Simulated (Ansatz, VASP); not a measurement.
**Mn2As2H: VASP beside Ansatz**

```
CELL_PARAMETERS angstrom
1.69389 2.93390 0.00000
-1.69389 2.93390 0.00000
0.00000 0.00000 6.99069
ATOMIC_POSITIONS crystal
As 0.33333 0.33333 0.21458
As 0.66667 0.66667 0.78542
Mn 0.33333 0.33333 0.57932
Mn 0.66667 0.66667 0.42068
H 0.00000 0.00000 0.00000
```

Alike in both runs: functional PBE; k mesh 5 × 5 × 3; occupations fermi-dirac, width 0.1255 eV; no spin polarisation.

Ansatz relaxed the structure, and its values are those at the end. VASP's run is a single point on that final structure, the one shown.

|  | VASP | Ansatz |
| --- | --- | --- |
| version | VASP 6.6.1 | Ansatz 0.2.0 |
| potentials or method | VASP PAW PBE potentials, release 64 (As, Mn_pv, H), cutoff 520 eV | PAW plane waves |
| valence electrons in the cell | 37 | 61 |

```tsv
	VASP	Ansatz	Ansatz less VASP
gap on the k mesh at the Fermi level (eV)	none	none	-
pressure (GPa)	0.2	0.0	-0.20
rms of the force components (eV/Å)	0.016	0.000	-0.0159
```

A gap of «none» marks a metal or a gap that the smearing closes. With one functional, cell and mesh, what is left measures potentials, basis and numerics. VASP's potentials hold 37 valence electrons a cell and Ansatz's 61, so a difference there can come from the potentials and not from the codes. Ansatz's warnings: structure snapped to symmetry.

The k mesh is coarse, so the values compare programs but aren't converged.
